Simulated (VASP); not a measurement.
# Si16Ge (a cell with a defect) in VASP: further runs, part 2 of 2

VASP 6.6.1. The steps go on from the part before.

## (3) Single point, PBEsol

Input file INCAR:

```
SYSTEM = Si16Ge
PREC = Accurate
ENCUT = 520
EDIFF = 1E-6
ISMEAR = -1
SIGMA = 0.05
LREAL = Auto
LASPH = .TRUE.
NELM = 100
ALGO = Normal
ISIF = 2
LWAVE = .FALSE.
LCHARG = .FALSE.
GGA = PS
NBANDS = 53
```

Input file KPOINTS:

```
Automatic mesh
0
G
  2 2 2
  0 0 0
```

Input file POSCAR:

```
Si16Ge
1.0
    0.0000000000      5.4300000000      5.4300000000
    5.4300000000      0.0000000000      5.4300000000
    5.4300000000      5.4300000000      0.0000000000
Si Ge
16 1
Direct
   -0.0012121148      0.0002503028      0.0004672412
    0.1204433803      0.1214064606      0.1215514407
   -0.0050007333     -0.0043508394      0.5046650596
    0.1204448415      0.1214097764      0.6365718642
   -0.0049817242      0.5045075521     -0.0042222760
    0.1204569061      0.6363591633      0.1215826057
   -0.0049794931      0.5045087414      0.5046762361
    0.1266934606      0.6243448002      0.6244725051
    0.5034687113     -0.0041525125     -0.0040530950
    0.6349235353      0.1215846365      0.1217362658
    0.5034684812     -0.0041487999      0.5047165769
    0.6236804407      0.1270657764      0.6246185767
    0.5034669458      0.5045568793     -0.0040184387
    0.6236958229      0.6245173169      0.1271246869
    0.4996762944      0.5000641984      0.5001254978
    0.6236976329      0.6245205924      0.6246489051
    0.2487398821      0.2502612051      1.2504852982
```

Potentials or basis: VASP PAW PBE potentials, release 64 (Si, Ge_d).

Command:

```
> cat potpaw_PBE.64/Si/POTCAR potpaw_PBE.64/Ge_d/POTCAR > POTCAR
> mpirun -np 1 vasp_std > vasp.out
```

OUTCAR:

```text
SYSTEM = Si16Ge
   PREC = Accurate
   ENCUT = 520
   EDIFF = 1E-6
   ISMEAR = -1
   LREAL = Auto
   LASPH = .TRUE.
   NELM = 100
   ISIF = 2
   GGA = PS

 ion  position               nearest neighbor table
   1  0.999  0.000  0.000-  10 2.28   6 2.28   4 2.28   2 2.28
   2  0.120  0.121  0.122-   1 2.28   9 2.40   5 2.40   3 2.40  17 2.42
   3  0.995  0.996  0.505-   8 2.33  12 2.33   4 2.40   2 2.40  17 2.76
   4  0.120  0.121  0.637-   1 2.28  11 2.40   7 2.40   3 2.40  17 2.42
   5  0.995  0.505  0.996-   8 2.33  14 2.33   6 2.40   2 2.40  17 2.76
   6  0.120  0.636  0.122-   1 2.28  13 2.40   7 2.40   5 2.40  17 2.42
   7  0.995  0.505  0.505-   8 2.33  16 2.33   6 2.40   4 2.40  17 2.76
   8  0.127  0.624  0.624-   3 2.33   5 2.33   7 2.33  15 2.34
   9  0.503  0.996  0.996-  12 2.33  14 2.33  10 2.40   2 2.40  17 2.76
  10  0.635  0.122  0.122-   1 2.28  13 2.40  11 2.40   9 2.40  17 2.42
  11  0.503  0.996  0.505-  12 2.33  16 2.33  10 2.40   4 2.40  17 2.76
  12  0.624  0.127  0.625-   3 2.33   9 2.33  11 2.33  15 2.34
  13  0.503  0.505  0.996-  14 2.33  16 2.33  10 2.40   6 2.40  17 2.76
  14  0.624  0.625  0.127-   5 2.33   9 2.33  13 2.33  15 2.34
  15  0.500  0.500  0.500-   8 2.34  12 2.34  14 2.34  16 2.34
  16  0.624  0.625  0.625-   7 2.33  11 2.33  13 2.33  15 2.34
  17  0.249  0.250  0.250-   2 2.42   4 2.42   6 2.42  10 2.42   3 2.76   5 2.76   7 2.76   9 2.76
                            11 2.76  13 2.76

  LATTYP: Found a face centered cubic cell.
 ALAT       =    10.8600000000

  Lattice vectors:

 A1 = (   0.0000000000,   5.4300000000,   5.4300000000)
 A2 = (   5.4300000000,   0.0000000000,   5.4300000000)
 A3 = (   5.4300000000,   5.4300000000,   0.0000000000)

Analysis of symmetry for initial positions (statically):
=====================================================================
 Subroutine PRICEL returns:
 Original cell was already a primitive cell.

 Routine SETGRP: Setting up the symmetry group for a
 face centered cubic supercell.

[... 154 lines left out ...]
  Thomas-Fermi vector in A             =   2.156100
   LORBIT       =      0    0 simple, 1 ext, 2 COOP (PROOUT), +10 PAW based schemes
   GGA     = PS    functional components
   LHFCALC =     F    Hartree Fock is set to
   AEXX    =    0.0000 exact exchange contribution
   IVDW    =     0    specifies the selected vdW correction
   LEPSILON=     F    determine dielectric tensor
   LRPA    =     F    only Hartree local field effects (RPA)
 non-spin polarized calculation
  energy-cutoff  :      520.00
  volume of cell :      320.21
 maximum number of plane-waves:      8646
 NGX is ok and might be reduce to    60
   NGX = 29   NGY = 29   NGZ = 29

 number of electron      77.9999998 magnetization

 Free energy of the ion-electron system (eV)
  ---------------------------------------------------
  ext. energy  EPLUGINS =         0.00000000
  ---------------------------------------------------
  free energy    TOTEN  =       -92.80399092 eV

  energy without entropy =      -92.77005376  energy(sigma->0) =      -92.78702234

 E-fermi :   6.7692     XC(G=0):  -9.8833

 val. band max:        6.5592686720   @ k =   0.0000   0.0000   0.0000
 cond. band min:       6.7995722704   @ k =   0.0000   0.0000   0.0000
 fundamental gap:      0.2403035984
 Fermi energy:         6.7692282984

 k-point     1 :       0.0000    0.0000    0.0000
  band No.  band energies     occupation
      1     -18.2566      2.00000
      2     -18.2566      2.00000
      3     -18.2566      2.00000
      4     -18.2426      2.00000
      5     -18.2426      2.00000
      6      -6.6129      2.00000
[... 421 lines left out ...]
     50      10.2124      0.00000
     51      10.2131      0.00000
 [bands above 51 left out]

------------------------ aborting loop because EDIFF is reached ----------------------------------------

  FORCE on cell =-STRESS in cart. coord.  units (eV):
  Direction    XX          YY          ZZ          XY          YZ          ZX
  --------------------------------------------------------------------------------------
  -------------------------------------------------------------------------------------
  Total        9.5313549      9.5315289      9.5321485      0.0003629     -0.0001272      0.0003966
  in kB       47.6909241     47.6917949     47.6948949      0.0018157     -0.0006366      0.0019843
  external PRESSURE =      47.6925380 kB  Pullay stress =       0.0000000 kB

 VOLUME and BASIS-vectors are now :
 -----------------------------------------------------------------------------
  energy-cutoff  :      520.00
  volume of cell :      320.21
      direct lattice vectors                 reciprocal lattice vectors
     0.000000000  5.430000000  5.430000000    -0.092081031  0.092081031  0.092081031
     5.430000000  0.000000000  5.430000000     0.092081031 -0.092081031  0.092081031
     5.430000000  5.430000000  0.000000000     0.092081031  0.092081031 -0.092081031

 POSITION                                       TOTAL-FORCE (eV/Angst)
 -----------------------------------------------------------------------------------
      0.00390      5.42596      5.42478        -0.002001      0.002001      0.002035
      1.31926      1.31403      1.31324         0.001486      0.001496      0.001020
      8.14671      8.14318     10.80922         0.001242     -0.001133     -0.000062
      4.11584      4.11060      1.31327        -0.001368     -0.001330      0.000988
      8.14655     10.81002      8.14243         0.001084     -0.000258     -0.001244
      4.11562      1.31427      4.10951        -0.001404      0.001332     -0.000578
[... 9 lines left out ...]
      6.78299      6.77852      6.77782        -0.000227      0.000013     -0.000152
      2.71905      2.71079      2.70958        -0.001562      0.001616      0.001677
 -----------------------------------------------------------------------------------
    total drift:                                0.004109     -0.004291     -0.001443

  FREE ENERGIE OF THE ION-ELECTRON SYSTEM (eV)
  ---------------------------------------------------
  free  energy   TOTEN  =       -92.8039909206 eV

  energy  without entropy=      -92.7700537626  energy(sigma->0) =      -92.78702234
```

OSZICAR:

```text
N       E                     dE             d eps       ncg     rms          rms(c)
DAV:   1     0.400512418369E+03    0.40051E+03   -0.30063E+04  1032   0.159E+03
DAV:   2    -0.273147867926E+02   -0.42783E+03   -0.39574E+03   925   0.388E+02
DAV:   3    -0.910901490020E+02   -0.63775E+02   -0.60644E+02  1045   0.104E+02
DAV:   4    -0.945860327596E+02   -0.34959E+01   -0.34605E+01  1064   0.278E+01
DAV:   5    -0.947016635041E+02   -0.11563E+00   -0.11539E+00  1096   0.495E+00    0.147E+01
DAV:   6    -0.933743211652E+02    0.13273E+01   -0.76566E-01  1011   0.299E+00    0.875E+00
DAV:   7    -0.928027501787E+02    0.57157E+00   -0.12687E+00   992   0.354E+00    0.591E-01
DAV:   8    -0.928032470124E+02   -0.49683E-03   -0.85924E-02  1067   0.142E+00    0.293E-01
DAV:   9    -0.928037721314E+02   -0.52512E-03   -0.29106E-03  1064   0.225E-01    0.190E-01
DAV:  10    -0.928039680762E+02   -0.19594E-03   -0.24582E-04  1051   0.776E-02    0.485E-02
DAV:  11    -0.928039904143E+02   -0.22338E-04   -0.61280E-05  1024   0.379E-02    0.149E-02
DAV:  12    -0.928039909206E+02   -0.50626E-06   -0.46595E-06  1075   0.938E-03
   1 F= -.92803991E+02 E0= -.92787022E+02  d E =-.339372E-01
```

stdout:

```text
POSCAR found type information on POSCAR SiGe
 POSCAR found :  2 types and      17 ions
 scaLAPACK will be used
 -----------------------------------------------------------------------------
|                                                                             |
|                                                                             |
|     You enforced a specific xc type in the INCAR file but a different       |
|     I HOPE YOU KNOW WHAT YOU ARE DOING!                                     |
|                                                                             |
 -----------------------------------------------------------------------------

 LDA part: xc-table for (Slater+PW92), standard interpolation
 POSCAR, INCAR and KPOINTS ok, starting setup
 FFT: planning ... GRIDC
 FFT: planning ... GRID_SOFT
 FFT: planning ... GRID
 WAVECAR not read
 entering main loop
```

It took 8.3 min on 1 thread of Intel Xeon 8259CL, shared host; peak memory 0.5 GiB.

Results:

- Free energy: -92.8040 eV
- Pressure: 4.8 GPa
- Largest force: 0.003 eV/Å
- Band gap on the k mesh: zero (bands 39 and 40 overlap by 0.31 eV)

Forces on the atoms (eV/Å):
```
Si  -0.002  0.002  0.002
Si   0.001  0.001  0.001
Si   0.001 -0.001  0.000
Si  -0.001 -0.001  0.001
Si   0.001  0.000 -0.001
Si  -0.001  0.001 -0.001
Si   0.000 -0.001 -0.001
Si   0.002 -0.002 -0.002
Si   0.000 -0.001 -0.001
Si  -0.001  0.001  0.001
Si   0.001  0.000 -0.001
Si   0.000  0.000  0.000
Si   0.001 -0.001  0.000
Si   0.000  0.000  0.000
Si   0.000  0.000  0.000
Si   0.000  0.000  0.000
Ge  -0.002  0.002  0.002
```

Caveat: the k points lie up to 0.50 Å⁻¹ apart; the PAW data sets were made with another functional, which shifts forces and pressure a little.

## (4) Single point, PBEsol

INCAR, as its differences from that of step 3:

```diff
@@ -8,3 +8,3 @@
 LASPH = .TRUE.
-NELM = 100
+NELM = 80
 ALGO = Normal
```

Input file KPOINTS:

```
regular mesh
0
G
  2 2 2
  0 0 0
```

Input file POSCAR:

```
Si16Ge
1.0
    0.0000000000      5.4300000000      5.4300000000
    5.4300000000      0.0000000000      5.4300000000
    5.4300000000      5.4300000000      0.0000000000
Si Ge
16 1
Direct
    0.0002184162      0.0008845304     -0.0021095764
    0.1201245856      0.1209824125      0.1292113260
    0.0003116022      0.0009697974      0.5005270718
    0.1247665746      0.1251350829      0.6248930939
   -0.0118159300      0.5040616022      0.0035569982
    0.1201197053      0.6295589319      0.1291915285
    0.0002952118      0.4981235727      0.5005097606
    0.1201558932      0.6296568140      0.6204304788
    0.5031779006     -0.0106904236      0.0034197053
    0.6288864641      0.1209455801      0.1290630755
    0.4977670350      0.0008556169      0.5003968692
    0.6289942910      0.1209723757      0.6203823204
    0.5031555249      0.5039282689      0.0033971455
    0.6242827808      0.6254339779      0.1246356354
    0.5032751381      0.5040283610      0.4885294659
    0.6289750460      0.6295256906      0.6203765193
    0.3742638122      0.3754452118      0.8746234807
```

Command:

```
> cat potpaw_PBE.64/Si/POTCAR potpaw_PBE.64/Ge_d/POTCAR > POTCAR
> mpirun -np 1 vasp_std > vasp.out
```

It took 7.8 min on 1 thread of Intel Xeon 8259CL, shared host; peak memory 0.5 GiB.

It converged, with:

```
Free energy            : -92.8039 eV
Pressure               : 4.8 GPa
Largest force          : 0.006 eV/Å
Band gap on the k mesh : zero (bands 39 and 40 overlap by 0.31 eV)
```

Forces on the atoms (eV/Å):
```
Si  -0.001 -0.001  0.001
Si   0.000 -0.001  0.003
Si   0.001  0.000  0.001
Si   0.000  0.001  0.000
Si  -0.002  0.002  0.002
Si  -0.004 -0.002 -0.001
Si  -0.001  0.000 -0.001
Si   0.000  0.003  0.000
Si   0.000 -0.001  0.000
Si   0.000 -0.005 -0.001
Si   0.001 -0.001 -0.002
Si   0.004 -0.002  0.000
Si   0.000 -0.001  0.000
Si   0.000  0.006  0.002
Si   0.002  0.001 -0.002
Si   0.001 -0.002 -0.004
Ge   0.000  0.002  0.001
```

Levels at points of the mesh, in eV from the Fermi level:
```
           k point  band 36  band 37  band 38  band 39  band 40  band 41  band 42  band 43
(0.00, 0.00, 0.00)    -0.70    -0.70    -0.69    -0.21    -0.21    -0.21     0.03     0.03
(0.50, 0.00, 0.00)    -1.42    -1.36    -1.36    -0.28     0.56     0.56     0.89     0.89
(0.00, 0.50, 0.00)    -1.42    -1.36    -1.36    -0.28     0.55     0.56     0.89     0.89
(0.00, 0.00, 0.50)    -1.42    -1.36    -1.36    -0.28     0.55     0.56     0.89     0.89
(0.50, 0.50, 0.50)    -1.42    -1.36    -1.36    -0.28     0.55     0.56     0.89     0.89
(0.50, 0.50, 0.00)    -1.97    -1.80    -1.23     0.10     0.84     1.09     1.09     1.09
(0.00, 0.50, 0.50)    -1.97    -1.80    -1.23     0.10     0.84     1.09     1.09     1.09
(0.50, 0.00, 0.50)    -1.97    -1.80    -1.23     0.10     0.84     1.09     1.09     1.10
```

Caveat: the k points lie up to 0.50 Å⁻¹ apart; the PAW data sets were made with another functional, which shifts forces and pressure a little.
